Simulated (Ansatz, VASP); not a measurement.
Hf2WF: VASP beside Ansatz

Contents of INCAR:

```
SYSTEM = Hf2WF
PREC = Accurate ; ENCUT = 520
EDIFF = 1E-6 ; ISMEAR = 0
SIGMA = 0.1 ; LREAL = .FALSE.
LASPH = .TRUE. ; NELM = 100
ALGO = Normal ; ISIF = 2
LWAVE = .FALSE. ; LCHARG = .FALSE.
GGA = PE ; NBANDS = 28
```

Contents of KPOINTS:

```
regular mesh
0
G
  6 6 6
  0 0 0
```

The input POSCAR:

```
Hf2WF
1.0
   -2.0793040000      2.0793040000      4.1044471400
    2.0793040000     -2.0793040000      4.1044471400
    2.0793040000      2.0793040000     -4.1044471400
Hf W F
2 1 1
Direct
    0.6464935200      0.1464935200      0.5000000000
    0.1464935200      0.6464935200      0.5000000000
    0.1841254600      0.1841254600      0.0000000000
    0.3826307300      0.3826307300      0.0000000000
```

Input for Ansatz:

```yaml
crystal:
  lattice:
    - [-2.079304, 2.079304, 4.10444714]
    - [2.079304, -2.079304, 4.10444714]
    - [2.079304, 2.079304, -4.10444714]
  atoms:
    - { symbol: Hf, position: [0.64649352, 0.14649352, 0.5] }
    - { symbol: Hf, position: [0.14649352, 0.64649352, 0.5] }
    - { symbol: W, position: [0.18412546, 0.18412546, 0.0] }
    - { symbol: F, position: [0.38263073, 0.38263073, 0.0] }
basis:
  ecutwfc: 420
kpoints:
  mp_grid: { grid: [6, 6, 6] }
hamiltonian:
  xc: pbe
scf:
  occupations: { method: gaussian, width: 0.1 }
  lower_state_search: "off"
output:
  forces: true
  stress: true
  eigenvalues: true
```

Alike in both runs: task single point; functional PBE; k mesh 6 × 6 × 6; occupations gaussian, width 0.1 eV; no spin polarisation.

|  | VASP | Ansatz |
| --- | --- | --- |
| version | VASP 6.6.1 | Ansatz 0.2.0 |
| potentials or method | VASP PAW PBE potentials, release 64 (Hf_pv, W_sv, F), cutoff 520 eV | scalar-relativistic, plane waves, PAW |
| valence electrons in the cell | 41 | 73 |

|  | VASP | Ansatz | Ansatz less VASP |
| --- | --- | --- | --- |
| gap on the k mesh at the Fermi level (eV) | none | none | - |
| rms of the force components (eV/Å) | 7.356 | 6.829 | -0.5271 |

Atom by atom the forces differ by 0.531 eV/Å (rms over components). A gap of «none» marks a metal or a gap that the smearing closes. VASP's potentials hold 41 valence electrons a cell and Ansatz's 73, so a difference there can come from the potentials and not from the codes.

Neither program's run includes spin-orbit coupling.
